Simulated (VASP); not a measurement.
## SnSe: relaxation of cell and atoms with BLYP+D3(BJ)

The system is SnSe.

```
CELL_PARAMETERS angstrom
0.00000 3.01000 3.01000
3.01000 0.00000 3.01000
3.01000 3.01000 0.00000
ATOMIC_POSITIONS crystal
Sn 0.00000 0.00000 0.00000
Se 0.50000 0.50000 0.50000
```

```yaml
Program: VASP 6.6.1
Task: relaxation of cell and atoms
Functional: BLYP
Dispersion: D3(BJ)
Potentials_or_basis: VASP PAW PBE potentials, release 64 (Sn_d, Se)
Cutoff: 500 eV
k_mesh: 6 × 6 × 6
Occupations: gaussian, width 0.01 eV
Spin: no spin polarisation
Dipole_correction: no
Further_INCAR_settings: ALGO = Normal; EDIFF = 1e-07; IBRION = 2; EDIFFG = -0.05; NSW = 60; ISIF = 3
```

```
Relaxed volume                        : 27.05 Å³/atom
Relaxed cell                          : a = 4.245 Å, b = 4.245 Å, c = 4.245 Å, α = 60.00°, β = 60.00°, γ = 60.00°
Space group after relaxing (to 0.1 Å) : Fm-3m (No. 225)
Energy gained by relaxing             : 0.1 meV/atom
Ionic steps                           : 2
Pressure after relaxing               : 0.1 GPa
Band gap on the k mesh                : 0.42 eV
Dispersion energy per atom            : -0.825 eV
```

Step by step:
```
step  energy change (eV)  largest force (eV/Å)  pressure (GPa)  volume (Å³)
   1              0.0000                0.0000           -0.33        54.54
   2             -0.0003                0.0000            0.10        54.11
```

Final structure:
```cif
data_structure
_symmetry_space_group_name_H-M 'P 1'
_symmetry_Int_Tables_number 1
_cell_length_a 4.2454
_cell_length_b 4.2454
_cell_length_c 4.2454
_cell_angle_alpha 60.000
_cell_angle_beta 60.000
_cell_angle_gamma 60.000
_cell_volume 54.11
loop_
_atom_site_label
_atom_site_type_symbol
_atom_site_fract_x
_atom_site_fract_y
_atom_site_fract_z
_atom_site_occupancy
Sn1 Sn 0.00000 0.00000 0.00000 1
Se1 Se 0.50000 0.50000 0.50000 1
```

Levels at points of the mesh, in eV from the valence-band top:
```tsv
k point	band 6	band 7	band 8	band 9	band 10	band 11	band 12	band 13	band 14
(0.00, 0.00, 0.00)	-14.03	-5.27	-2.33	-2.33	-2.33	4.14	4.14	4.14	5.98
(0.50, 0.00, 0.00)	-13.10	-8.23	-2.06	-2.06	0.00	0.42	1.13	1.13	8.50
(0.50, 0.50, 0.00)	-12.83	-6.25	-5.53	-3.75	-3.75	3.23	5.18	5.18	5.87
```

It took 66 s on 1 thread of Intel Xeon 8259CL, on a shared host, peak memory 0.19 GiB.

Caveat: the PAW data sets were made with another functional, which shifts forces and pressure a little; spin-orbit coupling is left out, which moves the levels of the heavy elements. A k mesh can miss the band edges.
